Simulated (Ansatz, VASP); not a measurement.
## Ta4N3: VASP beside Ansatz

```xyz
7
Lattice="-2.1786 2.1786 4.2727 2.1786 -2.1786 4.2727 2.1786 2.1786 -4.2727" Properties=species:S:1:pos:R:3 pbc="T T T"
Ta    2.1786    0.0000    0.0000
Ta    0.0000    0.0000    2.2282
Ta    0.0000    2.1786    0.0000
Ta    0.0000    0.0000    6.3171
N     0.0000    2.1786    2.1363
N     0.0000    0.0000    0.0000
N     2.1786    0.0000    2.1363
```

Alike in both runs: task single point; functional PBEsol; k mesh 12 × 12 × 12; occupations gaussian, width 0.1 eV; no spin polarisation.

```csv
,VASP,Ansatz
version,VASP 6.6.1,Ansatz 0.2.0
potentials or method,"VASP PAW PBE potentials, release 64 (Ta_pv, N), cutoff 520 eV","scalar-relativistic, plane waves, PAW"
valence electrons in the cell,59,67
```

```csv
,VASP,Ansatz,Ansatz less VASP
gap on the k mesh at the Fermi level (eV),none,none,-
pressure (GPa),0.7,0.0,-0.75
"traceless stress, the component that is largest in VASP (GPa)",0.06,0.01,-0.050
rms of the force components (eV/Å),0.010,0.000,-0.0098
```

VASP's potentials were made for PBE, not for PBEsol. Atom by atom the forces differ by 0.010 eV/Å (rms over components). A gap of «none» marks a metal or a gap that the smearing closes. VASP's potentials hold 59 valence electrons a cell and Ansatz's 67, so a difference there can come from the potentials and not from the codes.

Spin-orbit coupling is off throughout.
